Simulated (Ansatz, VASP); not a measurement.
**Li2Se: VASP beside Ansatz**

```
CELL_PARAMETERS angstrom
0.00000 2.97238 2.97238
2.97238 0.00000 2.97238
2.97238 2.97238 0.00000
ATOMIC_POSITIONS crystal
Li 0.25000 0.25000 0.25000
Li 0.75000 0.75000 0.75000
Se 0.00000 0.00000 0.00000
```

Alike in both runs: task single point; functional PBEsol; k mesh 6 × 6 × 6; no spin polarisation.

```csv
,VASP,Ansatz
version,VASP 6.6.1,Ansatz 0.2.0
potentials or method,"VASP PAW PBE potentials, release 64 (Li_sv, Se)","PAW with Ansatz's default frozen-core files, scalar-relativistic"
plane-wave cutoff (eV),750,420
occupations,"gaussian, width 0.01 eV",fixed
valence electrons in the cell,12,22
```

|  | VASP | Ansatz | Ansatz less VASP |
| --- | --- | --- | --- |
| gap on the k mesh at the Fermi level (eV) | 2.81 | 2.82 | +0.007 |
| pressure (GPa) | 0.0 | 0.0 | -0.01 |

VASP's potentials were made for PBE, not for PBEsol. VASP's potentials hold 12 valence electrons a cell and Ansatz's 22, so a difference there can come from the potentials and not from the codes.
